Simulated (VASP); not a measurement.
B3O4: relaxation of cell and atoms with PBE

Crystal: B3O4.

```
B O
1.0
    -2.86202    2.86202    2.86202
     2.86202   -2.86202    2.86202
     2.86202    2.86202   -2.86202
B O
6 8
Direct
  0.62500 0.75000 0.37500
  0.75000 0.37500 0.62500
  0.25000 0.12500 0.87500
  0.37500 0.62500 0.75000
  0.12500 0.87500 0.25000
  0.87500 0.25000 0.12500
  0.50000 0.00000 0.92892
  0.42892 0.50000 0.00000
  0.00000 0.42892 0.50000
  0.07108 0.07108 0.07108
  0.00000 0.92892 0.50000
  0.57108 0.57108 0.57108
  0.92892 0.50000 0.00000
  0.50000 0.00000 0.42892
```

| Item | Value |
| --- | --- |
| Program | VASP 6.6.1 |
| Task | relaxation of cell and atoms |
| Functional | PBE |
| Potentials or basis | VASP PAW PBE potentials, release 64 (B, O) |
| Cutoff | 600 eV |
| k mesh | 10 × 10 × 10 |
| Occupations | gaussian, width 0.1 eV |
| Spin | no spin polarisation |
| Dipole correction | no |
| Further INCAR settings | ALGO = Normal; EDIFF = 1e-06; IBRION = 2; EDIFFG = -0.01; NSW = 100; ISIF = 3 |

```
Relaxed volume                         : 6.63 Å³/atom
Relaxed cell                           : a = 4.940 Å, b = 4.940 Å, c = 4.940 Å, α = 109.47°, β = 109.47°, γ = 109.47°
Space group after relaxing (to 0.05 Å) : I-43d (No. 220)
Energy gained by relaxing              : 0.5 meV/atom
Ionic steps                            : 6
Pressure after relaxing                : 0.0 GPa
Band gap on the k mesh                 : zero (band 33 reaches 13.58 eV, above the bottom of band 34 at 11.86 eV)
```

Step by step:
| step | energy change (eV) | largest force (eV/Å) | pressure (GPa) | volume (Å³) |
| --- | --- | --- | --- | --- |
| 1 | 0.0000 | 0.0216 | -2.03 | 93.77 |
| 2 | -0.0056 | 0.0243 | 0.56 | 92.63 |
| 3 | -0.0060 | 0.0236 | 0.01 | 92.85 |
| 4 | -0.0060 | 0.0237 | 0.06 | 92.83 |
| 5 | -0.0062 | 0.0157 | 0.06 | 92.83 |
| 6 | -0.0063 | 0.0007 | 0.04 | 92.83 |

Final structure:
```
B O
1.0
    -2.85236    2.85236    2.85236
     2.85236   -2.85236    2.85236
     2.85236    2.85236   -2.85236
B O
6 8
Direct
  0.62500 0.75000 0.37500
  0.75000 0.37500 0.62500
  0.25000 0.12500 0.87500
  0.37500 0.62500 0.75000
  0.12500 0.87500 0.25000
  0.87500 0.25000 0.12500
  0.50000 0.00000 0.92978
  0.42978 0.50000 0.00000
  0.00000 0.42978 0.50000
  0.07022 0.07022 0.07022
  0.00000 0.92978 0.50000
  0.57022 0.57022 0.57022
  0.92978 0.50000 0.00000
  0.50000 0.00000 0.42978
```

Levels at points of the mesh, in eV from the Fermi level:
```
           k point  band 29  band 30  band 31  band 32  band 33  band 34  band 35  band 36  band 37  band 38
(0.00, 0.00, 0.00)    -7.94    -7.87    -7.87    -7.87    -0.70     0.04     0.04     0.04     0.72     0.72
(0.50, 0.00, 0.00)    -9.09    -9.09    -7.80    -7.80     0.51     0.51     0.56     0.56     1.56     1.56
(0.50, 0.50, 0.50)    -9.61    -9.61    -9.34    -9.34     0.30     0.30     0.30     0.30     0.30     0.30
```

Run time: 12 min on 1 thread of Intel(R) Xeon(R) Platinum 8175M CPU @ 2.50GHz (Skylake/Cascade Lake), on a shared host, peak memory 0.33 GiB.
